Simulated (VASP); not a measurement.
# Al (Fm-3m) in VASP: further runs

Runs on Al. Level: LDA. Tasks: single point.

Program: VASP 6.6.1. These are calculated values, not measurements. Logs are shortened: lines on timing, memory, paths and dates and some standing lists are left out, and cuts for length are marked.

### Step 1. The cell of the first run

Symmetry: Fm-3m, No. 225, cubic system. The conventional cell has a = 3.985 Å, b = 3.985 Å, c = 3.985 Å, α = 90.00°, β = 90.00°, γ = 90.00°. Within 3.7 Å of Al (site symmetry m-3m) lie 12 Al at 2.82 Å.

### Step 2. Single point, LDA

Input file INCAR:

```
ALGO = Normal ; EDIFF = 1E-6
ENCUT = 520 ; GGA = CA
ISIF = 2 ; ISMEAR = 0
LASPH = T ; LCHARG = T
LELF = T ; LREAL = F
LVHAR = T ; LWAVE = F
NBANDS = 8 ; NELM = 80
PREC = Accurate ; SIGMA = 0.05
```

Input file KPOINTS:

```
k-points
0
Gamma
  18 18 18
```

Input file POSCAR:

```
Al
1.0
    0.0000000000      1.9923889071      1.9923889071
    1.9923889071      0.0000000000      1.9923889071
    1.9923889071      1.9923889071      0.0000000000
Al
1
Direct
    0.0000000000      0.0000000000      0.0000000000
```

Potentials or basis: VASP PAW LDA potentials, release 64 (Al).

Command:

```console
> cat potpaw_LDA.64/Al/POTCAR > POTCAR
> mpirun -np 1 vasp_std > vasp.out
```

OUTCAR:

```text
EDIFF = 1E-6
   ENCUT = 520
   GGA = CA
   ISIF = 2
   ISMEAR = 0
   LASPH = T
   LREAL = F
   NELM = 80
   PREC = Accurate

 ion  position               nearest neighbor table
   1  0.000  0.000  0.000-

  LATTYP: Found a face centered cubic cell.
 ALAT       =     3.9847778142

  Lattice vectors:

 A1 = (   0.0000000000,   1.9923889071,   1.9923889071)
 A2 = (   1.9923889071,   0.0000000000,   1.9923889071)
 A3 = (   1.9923889071,   1.9923889071,   0.0000000000)

Analysis of symmetry for initial positions (statically):
=====================================================================
 Subroutine PRICEL returns:
 Original cell was already a primitive cell.

 Routine SETGRP: Setting up the symmetry group for a
 face centered cubic supercell.

 Subroutine GETGRP returns: Found 48 space group operations
 (whereof 48 operations were pure point group operations)
 out of a pool of 48 trial point group operations.

The static configuration has the point symmetry O_h .

Analysis of symmetry for dynamics (positions and initial velocities):
=====================================================================
 Subroutine PRICEL returns:
 Original cell was already a primitive cell.

 Routine SETGRP: Setting up the symmetry group for a
 face centered cubic supercell.

 Subroutine GETGRP returns: Found 48 space group operations
 (whereof 48 operations were pure point group operations)
 out of a pool of 48 trial point group operations.

The dynamic configuration has the point symmetry O_h .

 Subroutine INISYM returns: Found 48 space group operations
 (whereof 48 operations are pure point group operations),
 and found     1 'primitive' translations

----------------------------------------------------------------------------------------

                                     Primitive cell

  volume of cell :      15.8180

  direct lattice vectors                    reciprocal lattice vectors
     0.000000000  1.992388907  1.992388907    -0.250955021  0.250955021  0.250955021
     1.992388907  0.000000000  1.992388907     0.250955021 -0.250955021  0.250955021
     1.992388907  1.992388907  0.000000000     0.250955021  0.250955021 -0.250955021

  length of vectors
     2.817663414  2.817663414  2.817663414     0.434666847  0.434666847  0.434666847

  position of ions in fractional coordinates (direct lattice)
     0.000000000  0.000000000  0.000000000

  ion indices of the primitive-cell ions
   primitive index   ion index
                 1           1

----------------------------------------------------------------------------------------

 KPOINTS: k-points

Automatic generation of k-mesh.
 Grid dimensions read from file:
 generate k-points for:   18   18   18

 Generating k-lattice:

  Cartesian coordinates                     Fractional coordinates (reciprocal lattice)
    -0.013941946  0.013941946  0.013941946     0.055555556  0.000000000  0.000000000
     0.013941946 -0.013941946  0.013941946     0.000000000  0.055555556  0.000000000
     0.013941946  0.013941946 -0.013941946     0.000000000  0.000000000  0.055555556

  Length of vectors
     0.024148158  0.024148158  0.024148158

  Shift w.r.t. Gamma in fractional coordinates (k-lattice)
     0.000000000  0.000000000  0.000000000

 Subroutine IBZKPT returns following result:
 ===========================================

 Found    195 irreducible k-points:

 Following reciprocal coordinates:
            Coordinates               Weight
  0.000000  0.000000  0.000000      1.000000
  0.055556  0.000000  0.000000      8.000000
  0.111111  0.000000  0.000000      8.000000
  0.166667  0.000000  0.000000      8.000000
  0.222222  0.000000  0.000000      8.000000
  0.277778  0.000000  0.000000      8.000000
[... 16 lines left out ...]
 -0.277778  0.055556  0.000000     24.000000
 -0.222222  0.055556  0.000000     24.000000
 [... further k-points ...]
   k-points           NKPTS =    195   k-points in BZ     NKDIM =    195   number of bands    NBANDS=      8
   number of dos      NEDOS =    301   number of ions     NIONS =      1
   total plane-waves  NPLWV =  13824
   dimension x,y,z NGX =    24 NGY =   24 NGZ =   24
   dimension x,y,z NGXF=    48 NGYF=   48 NGZF=   48
   ions per type =               1
   NGX,Y,Z   is equivalent  to a cutoff of  14.16, 14.16, 14.16 a.u.
   NGXF,Y,Z  is equivalent  to a cutoff of  28.32, 28.32, 28.32 a.u.
 SYSTEM =  unknown system
   PREC   = accura    normal or accurate (medium, high low for compatibility)
   ISTART =      0    job   : 0-new  1-cont  2-samecut
   ICHARG =      2    charge: 1-file 2-atom 10-const
   ISPIN  =      1    spin polarized calculation?
   LNONCOLLINEAR =      F non collinear calculations
   LSORBIT =      F    spin-orbit coupling
   LASPH  =      T    aspherical Exc in radial PAW
   ENCUT  =  520.0 eV  38.22 Ry    6.18 a.u.   5.24  5.24  5.24*2*pi/ulx,y,z
   NELM   =     80;   NELMIN=  2; NELMDL= -5     # of ELM steps
   EDIFF  = 0.1E-05   stopping-criterion for ELM
   LREAL  =      F    real-space projection
   EDIFFG = 0.1E-04   stopping-criterion for IOM
   NSW    =      0    number of steps for IOM
   IBRION =     -1    ionic relax: 0-MD 1-quasi-New 2-CG
   NFREE  =      0    steps in history (QN), initial steepest desc. (CG)
   ISIF   =      2    stress and relaxation
   ISYM   =      2    0-nonsym 1-usesym 2-fastsym
   POTIM  = 0.5000    time-step for ionic-motion
   TEBEG  =    0.0;   TEEND  =   0.0 temperature during run
   PSTRESS=    0.0 pullay stress
   NELECT =       3.0000    total number of electrons
   NUPDOWN=      -1.0000    fix difference up-down
   EMIN   =  10.00;   EMAX   =-10.00  energy-range for DOS
   EFERMI =   0.00;   METHOD = LEGACY
   ISMEAR =     0;   SIGMA  =   0.05  broadening in eV -4-tet -1-fermi 0-gaus
   EFERMI_NEDOS =   21; number of points for ismear=-14 and -15
   IALGO  =     38    algorithm
   IMIX   =      4    mixing-type and parameters
     AMIX     =   0.40;   BMIX     =  1.00
     AMIX_MAG =   1.60;   BMIX_MAG =  1.00
  volume/ion in A,a.u.               =      15.82       106.75
  Fermi-wavevector in a.u.,A,eV,Ry     =   0.940584  1.777447 12.037063  0.884699
  Thomas-Fermi vector in A             =   2.068011
   LORBIT       =      0    0 simple, 1 ext, 2 COOP (PROOUT), +10 PAW based schemes
   GGA     = CA    functional components
   LHFCALC =     F    Hartree Fock is set to
   AEXX    =    0.0000 exact exchange contribution
   IVDW    =     0    specifies the selected vdW correction
   LEPSILON=     F    determine dielectric tensor
   LRPA    =     F    only Hartree local field effects (RPA)
 non-spin polarized calculation
 Gauss-broadening in eV      SIGMA  =   0.05
  energy-cutoff  :      520.00
  volume of cell :       15.82
 maximum number of plane-waves:       444
 NGX is ok and might be reduce to    24
   NGX = 11   NGY = 11   NGZ = 11

 number of electron       3.0000000 magnetization

 Free energy of the ion-electron system (eV)
  ---------------------------------------------------
  ext. energy  EPLUGINS =         0.00000000
  ---------------------------------------------------
  free energy    TOTEN  =        -4.18886045 eV

  energy without entropy =       -4.18777988  energy(sigma->0) =       -4.18832016

 E-fermi :   8.2258     XC(G=0): -10.5008

 val. band max:        8.2099397332   @ k =  -0.2778   0.2778   0.0556
 cond. band min:       8.2348866266   @ k =  -0.4444   0.3333   0.1111
 fundamental gap:      0.0249468934
 Fermi energy:         8.2258044981

 k-point     1 :       0.0000    0.0000    0.0000
  band No.  band energies     occupation
      1      -3.1577      2.00000
      2      21.0377      0.00000
      3      21.0377      0.00000
      4      21.0377      0.00000
      5      22.6860      0.00000
      6      22.6860      0.00000
      7      22.6860      0.00000
      8      25.1584      0.00000

 k-point     2 :       0.0556    0.0000    0.0000
  band No.  band energies     occupation
      1      -3.0716      2.00000
      2      19.5342      0.00000
      3      20.7430      0.00000
      4      20.7430      0.00000
      5      23.1136      0.00000
      6      23.1136      0.00000
      7      23.2592      0.00000
      8      26.0346      0.00000

 k-point     3 :       0.1111    0.0000    0.0000
  band No.  band energies     occupation
      1      -2.8137      2.00000
      2      17.2833      0.00000
      3      20.2416      0.00000
      4      20.2416      0.00000
      5      23.3440      0.00000
      6      23.9827      0.00000
      7      23.9827      0.00000
      8      26.4418      0.00000

 k-point     4 :       0.1667    0.0000    0.0000
  band No.  band energies     occupation
      1      -2.3849      2.00000
      2      15.0078      0.00000
      3      19.7982      0.00000
      4      19.7982      0.00000
      5      23.1895      0.00000
      6      24.5740      0.00000
      7      24.5740      0.00000
      8      25.8124      0.00000

 k-point     5 :       0.2222    0.0000    0.0000
  band No.  band energies     occupation
      1      -1.7870      2.00000
      2      12.8062      0.00000
      3      19.4709      0.00000
      4      19.4709      0.00000
      5      23.0219      0.00000
      6      23.7736      0.00000
      7      23.7736      0.00000
      8      26.7806      0.00000
[... 177 lines left out ...]
 k-point    22 :      -0.3333    0.0556    0.0000
  band No.  band energies     occupation
      1       0.3272      2.00000
      2       8.1817      1.78753
      3      17.5304      0.00000
      4      20.4285      0.00000
      5      20.5108      0.00000
      6      21.9750      0.00000
      7      23.6088      0.00000
      8      26.5546      0.00000

 k-point    23 :      -0.2778    0.0556    0.0000
  band No.  band energies     occupation
      1      -0.6554      2.00000
      2      10.1051      0.00000
      3      17.5481      0.00000
      4      20.4678      0.00000
      5      21.3645      0.00000
      6      22.8550      0.00000
      7      23.5530      0.00000
      8      27.3588      0.00000

 k-point    24 :      -0.2222    0.0556    0.0000
  band No.  band energies     occupation
      1      -1.4749      2.00000
      2      12.1531      0.00000
      3      17.7121      0.00000
      4      20.6044      0.00000
      5      22.3728      0.00000
      6      23.5367      0.00000
      7      23.9175      0.00000
      8      26.1454      0.00000

 [... further k-points ...]

------------------------ aborting loop because EDIFF is reached ----------------------------------------

  FORCE on cell =-STRESS in cart. coord.  units (eV):
  Direction    XX          YY          ZZ          XY          YZ          ZX
  --------------------------------------------------------------------------------------
  -------------------------------------------------------------------------------------
  Total       -0.0027805     -0.0027805     -0.0027805     -0.0000000      0.0000000     -0.0000000
  in kB       -0.2816345     -0.2816345     -0.2816345     -0.0000000      0.0000000     -0.0000000
  external PRESSURE =      -0.2816345 kB  Pullay stress =       0.0000000 kB

 VOLUME and BASIS-vectors are now :
 -----------------------------------------------------------------------------
  energy-cutoff  :      520.00
  volume of cell :       15.82
      direct lattice vectors                 reciprocal lattice vectors
     0.000000000  1.992388907  1.992388907    -0.250955021  0.250955021  0.250955021
     1.992388907  0.000000000  1.992388907     0.250955021 -0.250955021  0.250955021
     1.992388907  1.992388907  0.000000000     0.250955021  0.250955021 -0.250955021

 POSITION                                       TOTAL-FORCE (eV/Angst)
 -----------------------------------------------------------------------------------
      0.00000      0.00000      0.00000         0.000000      0.000000      0.000000
 -----------------------------------------------------------------------------------
    total drift:                               -0.000000      0.000000     -0.000000

  FREE ENERGIE OF THE ION-ELECTRON SYSTEM (eV)
  ---------------------------------------------------
  free  energy   TOTEN  =        -4.1888604463 eV

  energy  without entropy=       -4.1877798808  energy(sigma->0) =       -4.18832016
```

Wall time 9.4 s (1 thread of Intel Xeon 6975P-C, shared host); peak memory 0.13 GiB.

Results:

```
Free energy : -4.1889 eV
Pressure    : 0.0 GPa
```

### Step 3. Single point, LDA

This run uses another cell than the first one, of 16.21 Å³/atom, 1.025 times its volume.

Input file INCAR:

```
  ALGO = Normal
  EDIFF = 1E-6
  ENCUT = 520
  GGA = CA
  ISIF = 2
  ISMEAR = 0
  LASPH = True
  LCHARG = False
  LREAL = False
  LWAVE = False
  NBANDS = 8
  NELM = 80
  PREC = Accurate
  SIGMA = 0.05
```

KPOINTS is that of step 2.

Input file POSCAR:

```
Al
1.0
    0.0000000000      2.0086225033      2.0086225033
    2.0086225033      0.0000000000      2.0086225033
    2.0086225033      2.0086225033      0.0000000000
Al
1
Direct
    0.0000000000      0.0000000000      0.0000000000
```

Potentials or basis: VASP PAW LDA potentials, release 64 (Al).

Command:

```console
> cat potpaw_LDA.64/Al/POTCAR > POTCAR
> mpirun -np 1 vasp_std > vasp.out
```

Wall time 8.5 s (1 thread of Intel Xeon 6975P-C, shared host); peak memory 0.13 GiB.

The run converged. Its results:

```yaml
Free_energy: -4.1865 eV
Pressure: -1.9 GPa
```

Levels at points of the mesh, in eV from the Fermi level:
| k point | band 1 | band 2 | band 3 | band 4 | band 5 | band 6 |
| --- | --- | --- | --- | --- | --- | --- |
| (0.00, 0.00, 0.00) | -11.21 | 12.68 | 12.68 | 12.68 | 14.14 | 14.14 |
| (0.50, 0.00, 0.00) | -4.61 | -4.41 | 11.44 | 11.44 | 11.53 | 11.53 |
| (0.50, 0.50, 0.00) | -2.93 | -1.60 | 5.31 | 5.63 | 5.63 | 9.14 |
